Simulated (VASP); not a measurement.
# Ge (Pm-3m) in VASP: notebook

Runs on Ge. Level: LDA. Tasks: single point.

All numbers are computed with VASP 6.6.1; they aren't measurements. Logs are shortened: lines on timing, memory, paths and dates and some standing lists are left out, and cuts for length are marked.

## 1. The cell of the first run

The structure is cubic, space group Pm-3m (No. 221). The conventional cell has a = 2.098 Å, b = 2.098 Å, c = 2.098 Å, α = 90.00°, β = 90.00°, γ = 90.00°. Within 2.8 Å of Ge (site symmetry m-3m) lie 6 Ge at 2.10 Å.

## 2. Single point, LDA (volume scaled by 0.5)

Input file INCAR:

```
SYSTEM = Ge
ALGO = Normal ; EDIFF = 1E-6
ENCUT = 520 ; ISIF = 2
ISMEAR = -1 ; LASPH = .True.
LCHARG = .False. ; LREAL = .False.
LWAVE = .False. ; NBANDS = 13
NELM = 80 ; PREC = Accurate
SIGMA = 0.08
```

Input file KPOINTS:

```
k-points
0
Gamma
  15 15 15
  0 0 0
```

Input file POSCAR:

```
Ge
1.0
    2.0981571430      0.0000000000      0.0000000000
    0.0000000000      2.0981571430      0.0000000000
    0.0000000000      0.0000000000      2.0981571430
Ge
1
Direct
    0.0000000000      0.0000000000      0.0000000000
```

Potentials or basis: VASP PAW LDA potentials, release 64 (Ge_d).

The run is started by

```bash
> cat potpaw_LDA.64/Ge_d/POTCAR > POTCAR
> mpirun -np 1 vasp_std > vasp.out
```

OUTCAR:

```text
SYSTEM = Ge
   EDIFF = 1E-6
   ENCUT = 520
   ISIF = 2
   ISMEAR = -1
   LASPH = .True.
   LREAL = .False.
   NELM = 80
   PREC = Accurate

 ion  position               nearest neighbor table
   1  0.000  0.000  0.000-

  LATTYP: Found a simple cubic cell.
 ALAT       =     2.0981571430

  Lattice vectors:

 A1 = (   2.0981571430,   0.0000000000,   0.0000000000)
 A2 = (   0.0000000000,   2.0981571430,   0.0000000000)
 A3 = (   0.0000000000,   0.0000000000,   2.0981571430)

Analysis of symmetry for initial positions (statically):
=====================================================================
 Subroutine PRICEL returns:
 Original cell was already a primitive cell.

 Routine SETGRP: Setting up the symmetry group for a
 simple cubic supercell.

 Subroutine GETGRP returns: Found 48 space group operations
 (whereof 48 operations were pure point group operations)
 out of a pool of 48 trial point group operations.

The static configuration has the point symmetry O_h .

Analysis of symmetry for dynamics (positions and initial velocities):
=====================================================================
 Subroutine PRICEL returns:
 Original cell was already a primitive cell.

 Routine SETGRP: Setting up the symmetry group for a
 simple cubic supercell.

 Subroutine GETGRP returns: Found 48 space group operations
 (whereof 48 operations were pure point group operations)
 out of a pool of 48 trial point group operations.

The dynamic configuration has the point symmetry O_h .

 Subroutine INISYM returns: Found 48 space group operations
 (whereof 48 operations are pure point group operations),
 and found     1 'primitive' translations

----------------------------------------------------------------------------------------

                                     Primitive cell

  volume of cell :       9.2366

  direct lattice vectors                    reciprocal lattice vectors
     2.098157143  0.000000000  0.000000000     0.476608725  0.000000000  0.000000000
     0.000000000  2.098157143  0.000000000     0.000000000  0.476608725  0.000000000
     0.000000000  0.000000000  2.098157143     0.000000000  0.000000000  0.476608725

  length of vectors
     2.098157143  2.098157143  2.098157143     0.476608725  0.476608725  0.476608725

  position of ions in fractional coordinates (direct lattice)
     0.000000000  0.000000000  0.000000000

  ion indices of the primitive-cell ions
   primitive index   ion index
                 1           1

----------------------------------------------------------------------------------------

[... 75 lines left out ...]
   ISIF   =      2    stress and relaxation
   ISYM   =      2    0-nonsym 1-usesym 2-fastsym
   POTIM  = 0.5000    time-step for ionic-motion
   TEBEG  =    0.0;   TEEND  =   0.0 temperature during run
   PSTRESS=    0.0 pullay stress
   NELECT =      14.0000    total number of electrons
   NUPDOWN=      -1.0000    fix difference up-down
   EMIN   =  10.00;   EMAX   =-10.00  energy-range for DOS
   EFERMI =   0.00;   METHOD = LEGACY
   ISMEAR =    -1;   SIGMA  =   0.08  broadening in eV -4-tet -1-fermi 0-gaus
   EFERMI_NEDOS =   21; number of points for ismear=-14 and -15
   IALGO  =     38    algorithm
   IMIX   =      4    mixing-type and parameters
     AMIX     =   0.40;   BMIX     =  1.00
     AMIX_MAG =   1.60;   BMIX_MAG =  1.00
  volume/ion in A,a.u.               =       9.24        62.33
  Fermi-wavevector in a.u.,A,eV,Ry     =   1.880527  3.553680 48.115379  3.536381
  Thomas-Fermi vector in A             =   2.924110
   LORBIT       =      0    0 simple, 1 ext, 2 COOP (PROOUT), +10 PAW based schemes
   GGA     = CA    functional components
   LHFCALC =     F    Hartree Fock is set to
   AEXX    =    0.0000 exact exchange contribution
   IVDW    =     0    specifies the selected vdW correction
   LEPSILON=     F    determine dielectric tensor
   LRPA    =     F    only Hartree local field effects (RPA)
 non-spin polarized calculation
  energy-cutoff  :      520.00
  volume of cell :        9.24
 maximum number of plane-waves:       280
 NGX is ok and might be reduce to    16
   NGX =  7   NGY =  7   NGZ =  7

 number of electron      14.0000024 magnetization

 Free energy of the ion-electron system (eV)
  ---------------------------------------------------
  ext. energy  EPLUGINS =         0.00000000
  ---------------------------------------------------
  free energy    TOTEN  =        -0.65227566 eV

  energy without entropy =       -0.64793677  energy(sigma->0) =       -0.65010622

 E-fermi :  17.7950     XC(G=0): -15.6399

 val. band max:       17.6860315511   @ k =   0.4000   0.4000   0.4000
 cond. band min:      17.7963220091   @ k =   0.3333   0.3333   0.3333
 fundamental gap:      0.1102904579
 Fermi energy:        17.7949879168

 k-point     1 :       0.0000    0.0000    0.0000
  band No.  band energies     occupation
      1     -10.0975      2.00000
      2     -10.0975      2.00000
      3      -8.3351      2.00000
      4      -8.3351      2.00000
      5      -8.3351      2.00000
      6      -4.3326      2.00000
      7      28.6019      0.00000
      8      28.6019      0.00000
      9      28.6019      0.00000
     10      31.5394      0.00000
     11      31.5394      0.00000
     12      39.6209      0.00000
     13      57.1385      0.00000
[... 354 lines left out ...]
  band No.  band energies     occupation
      1      -9.7553      2.00000
      2      -9.0313      2.00000
      3      -9.0247      2.00000
      4      -8.6849      2.00000
      5      -8.4671      2.00000
      6       1.1519      2.00000
      7      13.0969      2.00000
      8      22.7610      0.00000
      9      33.5895      0.00000
     10      34.4689      0.00000
     11      37.6120      0.00000
     12      46.1273      0.00000
     13      47.0928      0.00000

 [... further k-points ...]
[... 5 lines left out ...]
  --------------------------------------------------------------------------------------
  -------------------------------------------------------------------------------------
  Total       16.4230075     16.4230075     16.4230075     -0.0000000     -0.0000000     -0.0000000
  in kB     2848.7165518   2848.7165518   2848.7165518     -0.0000000     -0.0000000     -0.0000000
  external PRESSURE =    2848.7165518 kB  Pullay stress =       0.0000000 kB

 VOLUME and BASIS-vectors are now :
 -----------------------------------------------------------------------------
  energy-cutoff  :      520.00
  volume of cell :        9.24
      direct lattice vectors                 reciprocal lattice vectors
     2.098157143  0.000000000  0.000000000     0.476608725  0.000000000  0.000000000
     0.000000000  2.098157143  0.000000000     0.000000000  0.476608725  0.000000000
     0.000000000  0.000000000  2.098157143     0.000000000  0.000000000  0.476608725

 POSITION                                       TOTAL-FORCE (eV/Angst)
 -----------------------------------------------------------------------------------
      0.00000      0.00000      0.00000         0.000000      0.000000      0.000000
 -----------------------------------------------------------------------------------
    total drift:                                0.000000     -0.000000      0.000000

  FREE ENERGIE OF THE ION-ELECTRON SYSTEM (eV)
  ---------------------------------------------------
  free  energy   TOTEN  =        -0.6522756569 eV

  energy  without entropy=       -0.6479367750  energy(sigma->0) =       -0.65010622
```

Run time: 6.6 s. Hardware: 1 thread of Intel Xeon Platinum 8488C (Sapphire Rapids), shared host; peak memory 0.12 GiB.

What came out:

```
Free energy            : -0.6523 eV
Pressure               : 284.9 GPa
Band gap on the k mesh : zero (band 7 reaches 28.60 eV, above the bottom of band 8 at 15.39 eV)
```

## 3. Single point, LDA (volume scaled by 0.58)

Input file INCAR:

```
SYSTEM = Ge
  PREC = Accurate
  ENCUT = 520
  EDIFF = 1E-7
  ISMEAR = -1
  SIGMA = 0.08
  LREAL = .FALSE.
  LASPH = .TRUE.
  NELM = 100
  ALGO = Normal
  ISIF = 2
  LWAVE = .FALSE.
  LCHARG = .FALSE.
  NBANDS = 13
```

Input file KPOINTS:

```
Automatic mesh
0
G
  15 15 15
  0 0 0
```

Input file POSCAR:

```
Ge
1.0
    2.2045705842      0.0000000000      0.0000000000
    0.0000000000      2.2045705842      0.0000000000
    0.0000000000      0.0000000000      2.2045705842
Ge
1
Direct
    0.0000000000      0.0000000000      0.0000000000
```

Potentials or basis: VASP PAW LDA potentials, release 64 (Ge_d).

The run is started by

```bash
> cat potpaw_LDA.64/Ge_d/POTCAR > POTCAR
> mpirun -np 1 vasp_std > vasp.out
```

It took 5.6 s on 1 thread of Intel Xeon Platinum 8488C (Sapphire Rapids), shared host; peak memory 0.12 GiB.

Results (log left out):

```
Free energy            : -2.6489 eV
Pressure               : 160.6 GPa
Band gap on the k mesh : zero (band 7 reaches 24.65 eV, above the bottom of band 8 at 11.86 eV)
```

Levels at points of the mesh, in eV from the Fermi level:
| k point | band 4 | band 5 | band 6 | band 7 | band 8 | band 9 | band 10 | band 11 |
| --- | --- | --- | --- | --- | --- | --- | --- | --- |
| (0.00, 0.00, 0.00) | -25.46 | -25.46 | -19.69 | 10.03 | 10.03 | 10.03 | 12.93 | 12.93 |

## 4. Single point, LDA (volume scaled by 0.58)

INCAR, as its differences from that of step 3:

```diff
@@ -3,3 +3,3 @@
   ENCUT = 520
-  EDIFF = 1E-7
+  EDIFF = 1E-6
   ISMEAR = -1
@@ -13,2 +13,3 @@
   LCHARG = .FALSE.
+  GGA = CA
   NBANDS = 13
```

Input file KPOINTS:

```
regular mesh
0
G
  15 15 15
  0 0 0
```

POSCAR is that of step 3.

Potentials or basis: VASP PAW LDA potentials, release 64 (Ge_d).

The run is started by

```bash
> cat potpaw_LDA.64/Ge_d/POTCAR > POTCAR
> mpirun -np 1 vasp_std > vasp.out
```

OUTCAR:

```text
SYSTEM = Ge
   PREC = Accurate
   ENCUT = 520
   EDIFF = 1E-6
   ISMEAR = -1
   LREAL = .FALSE.
   LASPH = .TRUE.
   NELM = 100
   ISIF = 2
   GGA = CA

 ion  position               nearest neighbor table
   1  0.000  0.000  0.000-

  LATTYP: Found a simple cubic cell.
 ALAT       =     2.2045705842

  Lattice vectors:

 A1 = (   2.2045705842,   0.0000000000,   0.0000000000)
 A2 = (   0.0000000000,   2.2045705842,   0.0000000000)
 A3 = (   0.0000000000,   0.0000000000,   2.2045705842)

Analysis of symmetry for initial positions (statically):
=====================================================================
 Subroutine PRICEL returns:
 Original cell was already a primitive cell.

 Routine SETGRP: Setting up the symmetry group for a
 simple cubic supercell.

 Subroutine GETGRP returns: Found 48 space group operations
 (whereof 48 operations were pure point group operations)
 out of a pool of 48 trial point group operations.

The static configuration has the point symmetry O_h .

Analysis of symmetry for dynamics (positions and initial velocities):
=====================================================================
 Subroutine PRICEL returns:
[... 159 lines left out ...]
 Fermi energy:        14.6226399782

 k-point     1 :       0.0000    0.0000    0.0000
  band No.  band energies     occupation
      1     -12.0910      2.00000
      2     -12.0910      2.00000
      3     -10.8414      2.00000
      4     -10.8414      2.00000
      5     -10.8414      2.00000
      6      -5.0688      2.00000
      7      24.6492      0.00000
      8      24.6492      0.00000
      9      24.6492      0.00000
     10      27.5489      0.00000
     11      27.5489      0.00000
     12      34.4489      0.00000
     13      51.8665      0.00000
[... 354 lines left out ...]
  band No.  band energies     occupation
      1     -11.8437      2.00000
      2     -11.3068      2.00000
      3     -11.3026      2.00000
      4     -11.0859      2.00000
      5     -10.9339      2.00000
      6      -0.2019      2.00000
      7      10.6026      2.00000
      8      19.2708      0.00000
      9      29.4037      0.00000
     10      29.7346      0.00000
     11      33.3884      0.00000
     12      41.0800      0.00000
     13      41.6246      0.00000

 [... further k-points ...]
[... 5 lines left out ...]
  --------------------------------------------------------------------------------------
  -------------------------------------------------------------------------------------
  Total       10.7429191     10.7429191     10.7429191     -0.0000000      0.0000000      0.0000000
  in kB     1606.4265144   1606.4265144   1606.4265144     -0.0000000      0.0000000      0.0000000
  external PRESSURE =    1606.4265144 kB  Pullay stress =       0.0000000 kB

 VOLUME and BASIS-vectors are now :
 -----------------------------------------------------------------------------
  energy-cutoff  :      520.00
  volume of cell :       10.71
      direct lattice vectors                 reciprocal lattice vectors
     2.204570584  0.000000000  0.000000000     0.453603077  0.000000000  0.000000000
     0.000000000  2.204570584  0.000000000     0.000000000  0.453603077  0.000000000
     0.000000000  0.000000000  2.204570584     0.000000000  0.000000000  0.453603077

 POSITION                                       TOTAL-FORCE (eV/Angst)
 -----------------------------------------------------------------------------------
      0.00000      0.00000      0.00000         0.000000      0.000000      0.000000
 -----------------------------------------------------------------------------------
    total drift:                               -0.000000      0.000000      0.000000

  FREE ENERGIE OF THE ION-ELECTRON SYSTEM (eV)
  ---------------------------------------------------
  free  energy   TOTEN  =        -2.6489474832 eV

  energy  without entropy=       -2.6435066269  energy(sigma->0) =       -2.64622706
```

OSZICAR:

```text
N       E                     dE             d eps       ncg     rms          rms(c)
DAV:   1     0.551236169513E+02    0.55124E+02   -0.65467E+03  3658   0.335E+03
DAV:   2     0.180238326988E+00   -0.54943E+02   -0.52206E+02  3335   0.379E+02
DAV:   3    -0.276757769271E+01   -0.29478E+01   -0.29347E+01  3490   0.584E+01
DAV:   4    -0.278855047984E+01   -0.20973E-01   -0.20971E-01  3590   0.490E+00
DAV:   5    -0.278865109020E+01   -0.10061E-03   -0.10061E-03  3470   0.355E-01    0.420E+00
DAV:   6    -0.269889394274E+01    0.89757E-01   -0.96583E-03  3628   0.153E+00    0.236E+00
DAV:   7    -0.264907803762E+01    0.49816E-01   -0.17327E-02  3317   0.144E+00    0.163E-01
DAV:   8    -0.264895443519E+01    0.12360E-03   -0.55481E-04  4436   0.573E-01    0.600E-02
DAV:   9    -0.264894964035E+01    0.47948E-05   -0.14388E-05  4221   0.106E-01    0.800E-03
DAV:  10    -0.264894749879E+01    0.21416E-05   -0.20670E-06  3213   0.442E-02    0.713E-04
DAV:  11    -0.264894748316E+01    0.15631E-07   -0.20399E-07  2105   0.550E-03
   1 F= -.26489475E+01 E0= -.26462271E+01  d E =-.544086E-02
```

Wall time 5.1 s (1 thread of Intel Xeon Platinum 8488C (Sapphire Rapids), shared host); peak memory 0.12 GiB.

Results:

| Item | Value |
| --- | --- |
| Free energy | -2.6489 eV |
| Pressure | 160.6 GPa |
| Band gap on the k mesh | zero (band 7 reaches 24.65 eV, above the bottom of band 8 at 11.86 eV) |
